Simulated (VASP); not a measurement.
# ZnO (P6_3mc) in VASP: a series of runs

ZnO is run at these levels: PBE, r2SCAN; tasks: single point.

Everything below comes from runs of VASP 6.6.1. Logs are shortened: lines on timing, memory, paths and dates and some standing lists are left out, and cuts for length are marked.

**The experiment to reproduce.**

From “Electronic structure of alkaline earth and post-transition metal oxides”, 2009, arxiv:0908.1581, for a bulk crystal of ZnO: band gap 3.37 eV.

The results are compared with them further down.

**1. The cell of the first run**

Symmetry: P6_3mc, No. 186, hexagonal system. The conventional cell has a = 3.236 Å, b = 3.236 Å, c = 5.209 Å, α = 90.00°, β = 90.00°, γ = 120.00°. Zn (site symmetry 3m) has 4 O at 1.97 to 1.98 Å within 2.6 Å. Within 2.6 Å of O (site symmetry 3m) lie 4 Zn at 1.97 to 1.98 Å.

**2. Single point, PBE**

File INCAR:

```
SYSTEM = ZnO
PREC = Accurate ; ENCUT = 520
EDIFF = 1E-6 ; ISMEAR = 1
SIGMA = 0.001 ; LREAL = .False.
LASPH = .True. ; NELM = 80
ALGO = Normal ; ISIF = 2
LWAVE = .False. ; LCHARG = .False.
GGA = PE ; NBANDS = 26
```

File KPOINTS:

```
Automatic mesh
0
Gamma
  12 12 6
  0 0 0
```

File POSCAR:

```
ZnO
1.0
    3.2359554851      0.0000000000      0.0000000000
   -1.6179777426      2.8024196556      0.0000000000
    0.0000000000      0.0000000000      5.2090602275
Zn O
2 2
Direct
    0.3333333333      0.6666666667      0.0010763040
    0.6666666667      0.3333333333      0.5010763040
    0.3333333333      0.6666666667      0.3810236960
    0.6666666667      0.3333333333      0.8810236960
```

Potentials or basis: VASP PAW PBE potentials, release 64 (Zn, O).

Run with:

```
cat potpaw_PBE.64/Zn/POTCAR potpaw_PBE.64/O/POTCAR > POTCAR
mpirun -np 1 vasp_std > vasp.out
```

OUTCAR:

```text
SYSTEM = ZnO
   PREC = Accurate
   ENCUT = 520
   EDIFF = 1E-6
   ISMEAR = 1
   LREAL = .False.
   LASPH = .True.
   NELM = 80
   ISIF = 2
   GGA = PE

 ion  position               nearest neighbor table
   1  0.333  0.667  0.001-   4 1.97   4 1.97   4 1.97   3 1.98
   2  0.667  0.333  0.501-   3 1.97   3 1.97   3 1.97   4 1.98
   3  0.333  0.667  0.381-   2 1.97   2 1.97   2 1.97   1 1.98
   4  0.667  0.333  0.881-   1 1.97   1 1.97   1 1.97   2 1.98

  LATTYP: Found a hexagonal cell.
 ALAT       =     3.2359554851
 C/A-ratio  =     1.6097440930

  Lattice vectors:

 A1 = (   3.2359554851,   0.0000000000,   0.0000000000)
 A2 = (  -1.6179777426,   2.8024196556,   0.0000000000)
 A3 = (   0.0000000000,   0.0000000000,   5.2090602275)

Analysis of symmetry for initial positions (statically):
=====================================================================
 Subroutine PRICEL returns:
 Original cell was already a primitive cell.

 Routine SETGRP: Setting up the symmetry group for a
 hexagonal supercell.

 Subroutine GETGRP returns: Found 12 space group operations
 (whereof  6 operations were pure point group operations)
 out of a pool of 24 trial point group operations.

The static configuration has the point symmetry C_3v.
 The point group associated with its full space group is C_6v.

Analysis of symmetry for dynamics (positions and initial velocities):
=====================================================================
 Subroutine PRICEL returns:
 Original cell was already a primitive cell.

 Routine SETGRP: Setting up the symmetry group for a
 hexagonal supercell.

 Subroutine GETGRP returns: Found 12 space group operations
 (whereof  6 operations were pure point group operations)
 out of a pool of 24 trial point group operations.

The dynamic configuration has the point symmetry C_3v.
 The point group associated with its full space group is C_6v.

 Subroutine INISYM returns: Found 12 space group operations
 (whereof  6 operations are pure point group operations),
 and found     1 'primitive' translations

----------------------------------------------------------------------------------------

                                     Primitive cell

  volume of cell :      47.2384
[... 76 lines left out ...]
   number of dos      NEDOS =    301   number of ions     NIONS =      4
   total plane-waves  NPLWV =  23040
   dimension x,y,z NGX =    24 NGY =   24 NGZ =   40
   dimension x,y,z NGXF=    48 NGYF=   48 NGZF=   80
   ions per type =               2   2
   NGX,Y,Z   is equivalent  to a cutoff of  12.33, 12.33, 12.77 a.u.
   NGXF,Y,Z  is equivalent  to a cutoff of  24.66, 24.66, 25.53 a.u.
 SYSTEM =  ZnO
   PREC   = accura    normal or accurate (medium, high low for compatibility)
   ISTART =      0    job   : 0-new  1-cont  2-samecut
   ICHARG =      2    charge: 1-file 2-atom 10-const
   ISPIN  =      1    spin polarized calculation?
   LNONCOLLINEAR =      F non collinear calculations
   LSORBIT =      F    spin-orbit coupling
   LASPH  =      T    aspherical Exc in radial PAW
   ENCUT  =  520.0 eV  38.22 Ry    6.18 a.u.   6.02  6.02  9.69*2*pi/ulx,y,z
   NELM   =     80;   NELMIN=  2; NELMDL= -5     # of ELM steps
   EDIFF  = 0.1E-05   stopping-criterion for ELM
   LREAL  =      F    real-space projection
[... 7 lines left out ...]
   TEBEG  =    0.0;   TEEND  =   0.0 temperature during run
   PSTRESS=    0.0 pullay stress
   NELECT =      36.0000    total number of electrons
   NUPDOWN=      -1.0000    fix difference up-down
   EMIN   =  10.00;   EMAX   =-10.00  energy-range for DOS
   EFERMI =   0.00;   METHOD = LEGACY
   ISMEAR =     1;   SIGMA  =   0.00  broadening in eV -4-tet -1-fermi 0-gaus
   EFERMI_NEDOS =   21; number of points for ismear=-14 and -15
   IALGO  =     38    algorithm
   IMIX   =      4    mixing-type and parameters
     AMIX     =   0.40;   BMIX     =  1.00
     AMIX_MAG =   1.60;   BMIX_MAG =  1.00
  volume/ion in A,a.u.               =      11.81        79.70
  Fermi-wavevector in a.u.,A,eV,Ry     =   1.495354  2.825809 30.423757  2.236083
  Thomas-Fermi vector in A             =   2.607509
   LORBIT       =      0    0 simple, 1 ext, 2 COOP (PROOUT), +10 PAW based schemes
   GGA     = PE    functional components
   LHFCALC =     F    Hartree Fock is set to
   AEXX    =    0.0000 exact exchange contribution
   IVDW    =     0    specifies the selected vdW correction
   LEPSILON=     F    determine dielectric tensor
   LRPA    =     F    only Hartree local field effects (RPA)
 non-spin polarized calculation
 Methfessel and Paxton  Order N= 1 SIGMA  =   0.00
  energy-cutoff  :      520.00
  volume of cell :       47.24
 maximum number of plane-waves:      1296
   NGX = 13   NGY = 13   NGZ = 19

 number of electron      36.0000020 magnetization

 Free energy of the ion-electron system (eV)
  ---------------------------------------------------
  ext. energy  EPLUGINS =         0.00000000
  ---------------------------------------------------
  free energy    TOTEN  =       -17.80853905 eV

  energy without entropy =      -17.80853905  energy(sigma->0) =      -17.80853905

 E-fermi :   1.3400     XC(G=0): -10.9524

 val. band max:        1.2764073956   @ k =   0.0000   0.0000   0.0000
 cond. band min:       2.0706441758   @ k =   0.0000   0.0000   0.0000
 fundamental gap:      0.7942367801
 Fermi energy:         1.3400193989

 k-point     1 :       0.0000    0.0000    0.0000
  band No.  band energies     occupation
      1     -16.8802      2.00000
      2     -16.1457      2.00000
      3      -4.4627      2.00000
      4      -4.4627      2.00000
      5      -4.4205      2.00000
      6      -4.4054      2.00000
[... 685 lines left out ...]
     25      14.7576      0.00000
     26      15.3560      0.00000

 [... further k-points ...]
[... 5 lines left out ...]
  --------------------------------------------------------------------------------------
  -------------------------------------------------------------------------------------
  Total        2.1132449      2.1132449      2.1483580     -0.0000000     -0.0000000      0.0000000
  in kB       71.6746086     71.6746086     72.8655350     -0.0000000     -0.0000000      0.0000000
  external PRESSURE =      72.0715841 kB  Pullay stress =       0.0000000 kB

 VOLUME and BASIS-vectors are now :
 -----------------------------------------------------------------------------
  energy-cutoff  :      520.00
  volume of cell :       47.24
      direct lattice vectors                 reciprocal lattice vectors
     3.235955485  0.000000000  0.000000000     0.309027737  0.178417247  0.000000000
    -1.617977743  2.802419656  0.000000000     0.000000000  0.356834494  0.000000000
     0.000000000  0.000000000  5.209060228     0.000000000  0.000000000  0.191973208

 POSITION                                       TOTAL-FORCE (eV/Angst)
 -----------------------------------------------------------------------------------
     -0.00000      1.86828      0.00561        -0.000000      0.000000      0.008293
      1.61798      0.93414      2.61014         0.000000     -0.000000      0.008293
     -0.00000      1.86828      1.98478        -0.000000     -0.000000     -0.008293
      1.61798      0.93414      4.58931        -0.000000      0.000000     -0.008293
 -----------------------------------------------------------------------------------
    total drift:                               -0.000000     -0.000000      0.002422

  FREE ENERGIE OF THE ION-ELECTRON SYSTEM (eV)
  ---------------------------------------------------
  free  energy   TOTEN  =       -17.8085390480 eV

  energy  without entropy=      -17.8085390480  energy(sigma->0) =      -17.80853905
```

stdout:

```text
POSCAR found type information on POSCAR ZnO
 POSCAR found :  2 types and       4 ions
 scaLAPACK will be used
 LDA part: xc-table for (Slater+PW92), standard interpolation
 POSCAR, INCAR and KPOINTS ok, starting setup
 FFT: planning ... GRIDC
 FFT: planning ... GRID_SOFT
 FFT: planning ... GRID
 WAVECAR not read
 entering main loop
```

It took 61 s on 1 thread of AMD EPYC 7R13 (Zen 3), shared host; peak memory 0.18 GiB.

Results:

```yaml
Free_energy: -17.8085 eV
Pressure: 7.2 GPa
Largest_force: 0.008 eV/Å
Band_gap_on_the_k_mesh: 0.79 eV
```

Forces on the atoms (eV/Å):
```
Zn   0.000  0.000  0.008
Zn   0.000  0.000  0.008
O    0.000  0.000 -0.008
O    0.000  0.000 -0.008
```

Stress tensor (GPa, compression positive):
```
7.17 0.00 0.00
0.00 7.17 0.00
0.00 0.00 7.29
```

Levels at points of the mesh, in eV from the valence-band top:
| k point | band 16 | band 17 | band 18 | band 19 | band 20 | band 21 |
| --- | --- | --- | --- | --- | --- | --- |
| (0.00, 0.00, 0.00) | -0.09 | 0.00 | 0.00 | 0.79 | 5.24 | 8.24 |
| (0.50, 0.00, 0.00) | -2.29 | -1.30 | -0.85 | 5.81 | 6.87 | 7.60 |
| (0.00, 0.00, 0.50) | -0.40 | -0.40 | -0.40 | 3.47 | 3.47 | 10.10 |
| (0.50, 0.00, 0.50) | -1.53 | -1.38 | -1.38 | 5.72 | 5.72 | 8.47 |

Caveat: the cell stands under pressure; semilocal functionals underestimate gaps, and a narrow one can read as zero. PBE gaps usually lie below the measured ones, often by a third to a half.

**3. Single point, r2SCAN**

POSCAR is that of step 2.

File INCAR.step1:

```
SYSTEM = ZnO
  PREC = Accurate
  ENCUT = 520
  ISMEAR = 0
  SIGMA = 0.05
  LREAL = .False.
  LASPH = .True.
  NELM = 80
  NBANDS = 26
  GGA = PE
  ALGO = Normal
  EDIFF = 1E-4
  LWAVE = .True.
  LCHARG = .False.
```

File INCAR.step2:

```
SYSTEM = ZnO
  PREC = Accurate
  ENCUT = 520
  EDIFF = 1E-7
  ISMEAR = 0
  SIGMA = 0.05
  LREAL = .False.
  LASPH = .True.
  NELM = 80
  ALGO = Normal
  ISIF = 2
  LWAVE = .False.
  LCHARG = .True.
  METAGGA = R2SCAN
  LMIXTAU = .True.
  LELF = .True.
  LVHAR = .True.
  NBANDS = 26
  ISTART = 1
```

File KPOINTS:

```
regular mesh
0
Gamma
  12 12 6
  0 0 0
```

Potentials or basis: VASP PAW PBE potentials, release 64 (Zn, O).

Run with:

```
cat potpaw_PBE.64/Zn/POTCAR potpaw_PBE.64/O/POTCAR > POTCAR
cp INCAR.step1 INCAR
mpirun -np 1 vasp_std > vasp.out
cp INCAR.step2 INCAR
mpirun -np 1 vasp_std > vasp.out
```

Wall time 4.2 min (1 thread of AMD EPYC 7R13 (Zen 3), shared host); peak memory 0.19 GiB.

The run converged. Its results:

- Free energy: -36.3168 eV
- Pressure: 1.0 GPa
- Largest force: 0.007 eV/Å
- Band gap on the k mesh: 1.24 eV

Forces in eV/Å, atoms in the order of the input:
```
Zn   0.000  0.000 -0.007
Zn   0.000  0.000 -0.007
O    0.000  0.000  0.007
O    0.000  0.000  0.007
```

Stress tensor (GPa, compression positive):
```
0.94 0.00 0.00
0.00 0.94 0.00
0.00 0.00 1.03
```

Levels at points of the mesh, in eV from the valence-band top:
```
           k point  band 15  band 16  band 17  band 18  band 19  band 20  band 21  band 22
(0.00, 0.00, 0.00)    -0.82    -0.10     0.00     0.00     1.24     5.87     8.84    13.72
(0.50, 0.00, 0.00)    -2.87    -2.34    -1.31    -0.87     6.43     7.36     8.09     9.32
(0.00, 0.00, 0.50)    -0.40    -0.40    -0.40    -0.40     3.94     3.94    10.83    10.83
(0.50, 0.00, 0.50)    -1.56    -1.56    -1.41    -1.41     6.25     6.25     9.18     9.18
```

Caveat: the PAW data sets were made with another functional, which shifts forces and pressure a little.

**4. Single point, r2SCAN**

POSCAR is that of step 3.

File INCAR.step1:

```
SYSTEM = ZnO
PREC = Accurate
ENCUT = 520
ISMEAR = -5
SIGMA = 0.1
LREAL = .FALSE.
LASPH = .TRUE.
NELM = 100
NBANDS = 26
GGA = PE
ALGO = Normal
EDIFF = 1E-4
LWAVE = .TRUE.
LCHARG = .FALSE.
```

File INCAR.step2:

```
SYSTEM = ZnO
PREC = Accurate
ENCUT = 520
EDIFF = 1E-6
ISMEAR = -5
SIGMA = 0.1
LREAL = .FALSE.
LASPH = .TRUE.
NELM = 100
ALGO = Normal
ISIF = 2
LWAVE = .FALSE.
LCHARG = .FALSE.
METAGGA = R2SCAN
LMIXTAU = .TRUE.
NBANDS = 26
ISTART = 1
```

File KPOINTS:

```
Automatic mesh
0
G
  12 12 6
  0 0 0
```

Run with:

```
cat potpaw_PBE.64/Zn/POTCAR potpaw_PBE.64/O/POTCAR > POTCAR
cp INCAR.step1 INCAR
mpirun -np 1 vasp_std > vasp.out
cp INCAR.step2 INCAR
mpirun -np 1 vasp_std > vasp.out
```

Wall time 3.8 min (1 thread of AMD EPYC 7R13 (Zen 3), shared host); peak memory 0.2 GiB.

It converged, with:

```yaml
Free_energy: -36.3168 eV
Pressure: 1.0 GPa
Largest_force: 0.007 eV/Å
Band_gap_on_the_k_mesh: 1.24 eV
```

Forces on the atoms (eV/Å):
```
Zn   0.000  0.000 -0.007
Zn   0.000  0.000 -0.007
O    0.000  0.000  0.007
O    0.000  0.000  0.007
```

Stress tensor (GPa, compression positive):
```
0.94 0.00 0.00
0.00 0.94 0.00
0.00 0.00 1.03
```

Levels at points of the mesh, in eV from the valence-band top:
```csv
k point,band 15,band 16,band 17,band 18,band 19,band 20,band 21,band 22
"(0.00, 0.00, 0.00)",-0.82,-0.10,0.00,0.00,1.24,5.87,8.84,13.72
"(0.50, 0.00, 0.00)",-2.87,-2.34,-1.31,-0.87,6.43,7.36,8.09,9.32
"(0.00, 0.00, 0.50)",-0.40,-0.40,-0.40,-0.40,3.94,3.94,10.83,10.83
"(0.50, 0.00, 0.50)",-1.56,-1.56,-1.41,-1.41,6.25,6.25,9.18,9.18
```

Caveat: the PAW data sets were made with another functional, which shifts forces and pressure a little.

**5. Single point, r2SCAN**

POSCAR is that of step 4.

File INCAR.step1:

```
ALGO = Normal ; EDIFF = 1E-4
ENCUT = 520 ; GGA = PE
ISMEAR = 0 ; LASPH = T
LCHARG = F ; LREAL = F
LWAVE = T ; NBANDS = 26
NELM = 60 ; PREC = Accurate
SIGMA = 0.05
```

File INCAR.step2:

```
ALGO = Normal ; EDIFF = 1E-6
ENCUT = 520 ; ISIF = 2
ISMEAR = 0 ; ISTART = 1
LASPH = T ; LCHARG = F
LMIXTAU = T ; LREAL = F
LWAVE = F ; METAGGA = R2SCAN
NBANDS = 26 ; NELM = 60
PREC = Accurate ; SIGMA = 0.05
```

File KPOINTS:

```
k-points
0
Gamma
  12 12 6
```

Run with:

```
cat potpaw_PBE.64/Zn/POTCAR potpaw_PBE.64/O/POTCAR > POTCAR
cp INCAR.step1 INCAR
mpirun -np 1 vasp_std > vasp.out
cp INCAR.step2 INCAR
mpirun -np 1 vasp_std > vasp.out
```

It took 3.7 min on 1 thread of AMD EPYC 7R13 (Zen 3), shared host; peak memory 0.19 GiB.

Results (log left out):

```
Free energy            : -36.3168 eV
Pressure               : 1.0 GPa
Largest force          : 0.007 eV/Å
Band gap on the k mesh : 1.24 eV
```

Forces in eV/Å, atoms in the order of the input:
```
Zn   0.000  0.000 -0.007
Zn   0.000  0.000 -0.007
O    0.000  0.000  0.007
O    0.000  0.000  0.007
```

Stress tensor (GPa, compression positive):
```
0.94 0.00 0.00
0.00 0.94 0.00
0.00 0.00 1.03
```

Levels at points of the mesh, in eV from the valence-band top:
```csv
k point,band 16,band 17,band 18,band 19,band 20,band 21
"(0.00, 0.00, 0.00)",-0.10,0.00,0.00,1.24,5.87,8.84
"(0.50, 0.00, 0.00)",-2.34,-1.31,-0.87,6.43,7.36,8.09
"(0.00, 0.00, 0.50)",-0.40,-0.40,-0.40,3.94,3.94,10.83
"(0.50, 0.00, 0.50)",-1.56,-1.41,-1.41,6.25,6.25,9.18
```

Caveat: the PAW data sets were made with another functional, which shifts forces and pressure a little.

**6. Overview**

| level | smearing | gap on the mesh (eV) | pressure (GPa) | largest force (eV/Å) |
| --- | --- | --- | --- | --- |
| PBE | methfessel-paxton 0.001 eV | 0.79 | 7.2 | 0.01 |
| r2SCAN | gaussian 0.05 eV | 1.24 | 1.0 | 0.01 |
| r2SCAN | tetrahedron | 1.24 | 1.0 | 0.01 |

Alike in all rows: task single point; potentials or basis VASP PAW PBE potentials, release 64 (Zn, O); no spin polarisation; cell as given; k mesh 12 × 12 × 6; cutoff (eV) 520.

On the cell as given the gap runs from 0.79 eV (PBE) to 1.24 eV (r2SCAN). The pressure there spans 1.0 GPa (r2SCAN) to 7.2 GPa (PBE); a positive pressure means that this level wants a larger cell, a negative one a smaller.

Caveats: the PAW data sets were made with another functional, which shifts forces and pressure a little (at least some runs); the cell stands under pressure (at least some runs); semilocal functionals underestimate gaps, and a narrow one can read as zero (at least some runs).

Absolute energies hang on the potentials; compare differences alone.

**7. Against experiment**

Step 3. A measured gap of ZnO is 3.37 eV (quoted in “Electronic structure of alkaline earth and post-transition metal oxides”, 2009, arxiv:0908.1581); the calculated 1.24 eV misses it by -2.13 eV. So large a miss can be the level of theory's own, or it may mean another phase, state or a wrong row. The value is that of r2SCAN, without temperature or zero-point motion.

Step 4. Measured gap of ZnO: 3.37 eV (quoted in “Electronic structure of alkaline earth and post-transition metal oxides”, 2009, arxiv:0908.1581). This calculation gives 1.24 eV (-2.13 eV). So large a miss can be the level of theory's own, or it may mean another phase, state or a wrong row. The value is that of r2SCAN, without temperature or zero-point motion.

Step 5. Measured gap of ZnO: 3.37 eV (quoted in “Electronic structure of alkaline earth and post-transition metal oxides”, 2009, arxiv:0908.1581). This calculation gives 1.24 eV (-2.13 eV). So large a miss can be the level of theory's own, or it may mean another phase, state or a wrong row. The value is that of r2SCAN, without temperature or zero-point motion.
